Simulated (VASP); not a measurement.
Runs of VASP 6.6.1 on BiB2N. The structure is that of space group P-4m2 (No. 115), or close to it. The cells are those of the table. 

```tsv
task	spin	cell	k mesh	cutoff (eV)	gap on the mesh (eV)	pressure (GPa)	largest force (eV/Å)
relaxation of cell and atoms	off	relaxed from a = 3.085, b = 3.085, c = 4.363 Å, 4 atoms	8 × 8 × 6	600	none	0.0	-
single point	off	a = 2.828, b = 2.828, c = 6.526 Å, 4 atoms	10 × 10 × 4	520	none	(b)	(a)
single point	non-collinear, zero start, SOC	a = 2.828, b = 2.828, c = 6.526 Å, 4 atoms	10 × 10 × 4	520	-	2.2	0.14
single point	off	a = 2.843, b = 2.843, c = 6.493 Å, 4 atoms	8 × 8 × 6	520	none	-0.1	-
```

Alike in all rows: level PBE; potentials or basis VASP PAW PBE potentials, release 64 (N, B, Bi_d); smearing fermi-dirac 0.02 eV.

Problem. Fill in the values left out.

Solution. (a) 0.19; (b) 1.6.

Caveats: spin-orbit coupling is left out, which moves the levels of the heavy elements (some runs).

A k mesh can miss the band edges, and rows without SOC leave out spin-orbit coupling on Bi.

A gap of «none» marks levels without a gap at the run's occupations.
